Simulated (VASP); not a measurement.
Wanted: the native input for a VASP 6.6.1 run.

```
Task                   : relaxation of cell and atoms
Functional             : PBE
Potentials or basis    : VASP PAW PBE potentials, release 64 (Zr_sv, Pb_d, O)
Cutoff                 : 600 eV
k mesh                 : 10 × 10 × 8
Occupations            : gaussian, width 0.1 eV
Spin                   : no spin polarisation
Dipole correction      : no
Further INCAR settings : ALGO = Normal; EDIFF = 1e-07; IBRION = 2; EDIFFG = -0.01; NSW = 100; ISIF = 3
```

The structure of ZrPbO4 lies in POSCAR:

```
ZrPbO4
1.0
    3.7133663885      0.0000000000      0.0000000000
    0.0000000000      3.7133663885      0.0000000000
    0.0000000000      0.0000000000      5.2759346313
Zr Pb O
1 1 4
Direct
    0.5000000000      0.5000000000      0.5000000000
    0.0000000000      0.0000000000      0.0000000000
    0.5000000000      0.0000000000      0.7393261927
    0.0000000000      0.5000000000      0.2606738073
    0.5000000000      0.0000000000      0.2606738073
    0.0000000000      0.5000000000      0.7393261927
```

The cell was built from a structure type or drawn by symmetry, and may not be a known phase.

These files were run (other wordings do the same):

INCAR

```
SYSTEM = ZrPbO4
  PREC = Accurate
  ENCUT = 600
  EDIFF = 1E-7
  ISMEAR = 0
  SIGMA = 0.1
  LREAL = .FALSE.
  LASPH = .TRUE.
  NELM = 60
  ALGO = Normal
  ISIF = 3
  LWAVE = .FALSE.
  LCHARG = .FALSE.
  GGA = PE
  IBRION = 2
  NSW = 100
  EDIFFG = -0.01
```

KPOINTS

```
Automatic mesh
0
G
  10 10 8
  0 0 0
```

Potentials or basis: VASP PAW PBE potentials, release 64 (Zr_sv, Pb_d, O).

Launch:

```console
$ cat potpaw_PBE.64/Zr_sv/POTCAR potpaw_PBE.64/Pb_d/POTCAR potpaw_PBE.64/O/POTCAR > POTCAR
$ mpirun -np 1 vasp_std > vasp.out
```

Results of the run:

The relaxed volume is 12.14 Å³/atom, the relaxed cell is a = 3.716 Å, b = 3.716 Å, c = 5.274 Å, α = 90.00°, β = 90.00°, γ = 90.00° and the space group after relaxing (to 0.1 Å) is P4/mmm (No. 123). The energy gained by relaxing is 0.0 meV/atom and the ionic steps are 2. The pressure after relaxing is -0.1 GPa and the band gap on the k mesh is zero (bands 25 and 26 overlap by 0.36 eV).

Caveat: spin-orbit coupling is left out, which moves the levels of the heavy elements.

Run time: 4.5 min on 1 thread of Intel(R) Xeon(R) 6975P-C (Granite Rapids), on a shared host, peak memory 0.39 GiB.
